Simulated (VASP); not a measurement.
Input of a VASP 6.6.1 run:

The input INCAR:

```
PREC = Accurate ; ENCUT = 520
EDIFF = 1E-6 ; ISMEAR = 0
SIGMA = 0.05 ; LREAL = False
LASPH = True ; NELM = 150
ALGO = Normal ; ISIF = 2
LWAVE = False ; LCHARG = True
ISPIN = 2 ; MAGMOM = 3.18 3.18
LORBIT = 11 ; LELF = True
LVHAR = True ; NBANDS = 16
```

File KPOINTS:

```
Automatic mesh
0
Gamma
  12 12 6
```

File POSCAR:

```
N
1.0
    3.5201316002      0.0000000000      0.0000000000
   -1.7600658001      3.0485233904      0.0000000000
    0.0000000000      0.0000000000      5.8900000000
N
2
Direct
    0.3333333333      0.6666666667      0.2500000000
    0.6666666667      0.3333333333      0.7500000000
```

Potentials or basis: VASP PAW LDA potentials, release 64 (N).

Run with:

```sh
$ cat potpaw_LDA.64/N/POTCAR > POTCAR
$ mpirun -np 1 vasp_std > vasp.out
```

(1) Estimate the band gap on the k mesh.

(2) Predict the net moment.

(3) Estimate the pressure.

(4) What does it give for the site moments?

## Answers

(1) 1.92 eV.

(2) 6.00 μB per cell.

(3) -0.3 GPa.

(4) N +1.93 μB.

Caveat: the cell differs from its parent crystal (strain -0.030 along x and y, +0.000 along z); the atoms stand far beyond bonding distance.
